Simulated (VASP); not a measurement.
A run of VASP 6.6.1:

The input INCAR:

```
PREC = Accurate
ENCUT = 520
EDIFF = 1E-6
ISMEAR = 0
SIGMA = 0.1
LREAL = F
LASPH = T
NELM = 80
ALGO = Fast
ISIF = 2
LWAVE = F
LCHARG = F
GGA = PS
NBANDS = 24
```

KPOINTS

```
regular mesh
0
Gamma
  18 18 6
```

File POSCAR:

```
Cu
1.0
    2.5196845636      0.0000000000      0.0000000000
   -1.2598422818      2.1821108416      0.0000000000
    0.0000000000      0.0000000000      6.1719414936
Cu
3
Direct
    0.0000000000      0.0000000000      0.0000000000
    0.3333333333      0.6666666667      0.3333333333
    0.6666666667      0.3333333333      0.6666666667
```

Potentials or basis: VASP PAW PBE potentials, release 64 (Cu).

Command:

```sh
$ cat potpaw_PBE.64/Cu/POTCAR > POTCAR
$ mpirun -np 1 vasp_std > vasp.out
```

Hardware: 1 thread of Intel(R) Xeon(R) Platinum 8259CL CPU @ 2.50GHz (Skylake/Cascade Lake) (shared host).

How long does it take, and how much memory?

It took 2.1 min on 1 thread of Intel(R) Xeon(R) Platinum 8259CL CPU @ 2.50GHz (Skylake/Cascade Lake), on a shared host, peak memory 0.24 GiB. Counts: scf iterations 14, k points 202.
